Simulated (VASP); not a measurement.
Wanted: the native input for a VASP 6.6.1 run.

| Property | Result |
| --- | --- |
| Task | single point |
| Functional | PBE |
| Potentials or basis | VASP PAW PBE potentials, release 64 (Ir, Rh_pv) |
| Cutoff | 520 eV |
| k mesh | 6 × 6 × 2 |
| Occupations | gaussian, width 0.1 eV |
| Spin | no spin polarisation |
| Dipole correction | no |
| Further INCAR settings | ALGO = Normal; EDIFF = 1e-06; NBANDS = 48 |

The structure of IrRh2 lies in POSCAR:

```
IrRh2
1.0
    2.6901333600      0.0000000000      0.0000000000
   -1.3450666800      2.3297238300      0.0000000000
    0.0000000000      0.0000000000     13.1935890600
Ir Rh
2 4
Direct
    0.3333333300      0.6666666700      0.4166666700
    0.6666666700      0.3333333300      0.5833333300
    0.3333333300      0.6666666700      0.7500000000
    0.3333333300      0.6666666700      0.0833333300
    0.6666666700      0.3333333300      0.9166666700
    0.6666666700      0.3333333300      0.2500000000
```

These files were run (other wordings do the same):

INCAR

```
  ALGO = Normal
  EDIFF = 1E-6
  ENCUT = 520
  GGA = PE
  ISIF = 2
  ISMEAR = 0
  LASPH = True
  LCHARG = True
  LELF = True
  LREAL = False
  LVHAR = True
  LWAVE = False
  NBANDS = 48
  NELM = 80
  PREC = Accurate
  SIGMA = 0.1
```

KPOINTS

```
k-points
0
Gamma
  6 6 2
```

Potentials or basis: VASP PAW PBE potentials, release 64 (Ir, Rh_pv).

Run with:

```bash
$ cat potpaw_PBE.64/Ir/POTCAR potpaw_PBE.64/Rh_pv/POTCAR > POTCAR
$ mpirun -np 1 vasp_std > vasp.out
```

Results of the run:

* Pressure: 11.4 GPa
* Largest force: 0.125 eV/Å
* Band gap on the k mesh: zero (band 39 reaches 12.33 eV, above the bottom of band 40 at 9.95 eV)

Caveat: the k points lie up to 0.45 Å⁻¹ apart; spin-orbit coupling is left out, which moves the levels of the heavy elements.

Wall time 2 min on 1 thread of Intel(R) Xeon(R) Platinum 8259CL CPU @ 2.50GHz (Skylake/Cascade Lake) (shared host), peak memory 0.21 GiB.
